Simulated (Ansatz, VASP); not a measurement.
One calculation of Al6Pt, two programs

```
Al Pt
1.0
     7.79724    0.00000    0.00000
    -3.89862    6.75261    0.00000
     0.00000    0.00000    2.77459
Al Pt
6 1
Direct
  0.33107 0.00000 0.00000
  0.00000 0.33107 0.00000
  0.66893 0.66893 0.00000
  0.66893 0.00000 0.00000
  0.00000 0.66893 0.00000
  0.33107 0.33107 0.00000
  0.00000 0.00000 0.50000
```

Alike in both runs: task relaxation of cell and atoms; functional PBE; k mesh 6 × 6 × 14; occupations gaussian, width 0.1 eV; no spin polarisation.

|  | VASP | Ansatz |
| --- | --- | --- |
| version | VASP 6.6.1 | Ansatz 0.2.0 |
| potentials or method | VASP PAW PBE potentials, release 64 (Al, Pt), cutoff 500 eV | scalar-relativistic, plane waves, PAW |
| valence electrons in the cell | 28 | 36 |

Ansatz gave:

* gap on the k mesh at the Fermi level, each at its own relaxed structure (eV): none
* relaxed volume (Å³/atom): 20.87
* relaxed cell length with the largest relative difference (Å): 7.815

**Question.** Which values does VASP return?

**Answer.** gap on the k mesh at the Fermi level, each at its own relaxed structure (eV): none; relaxed volume (Å³/atom): 20.84; relaxed cell length with the largest relative difference (Å): 7.813.

A gap of «none» marks a metal or a gap that the smearing closes. VASP's potentials hold 28 valence electrons a cell and Ansatz's 36, so a difference there can come from the potentials and not from the codes.

Spin-orbit coupling is off throughout.
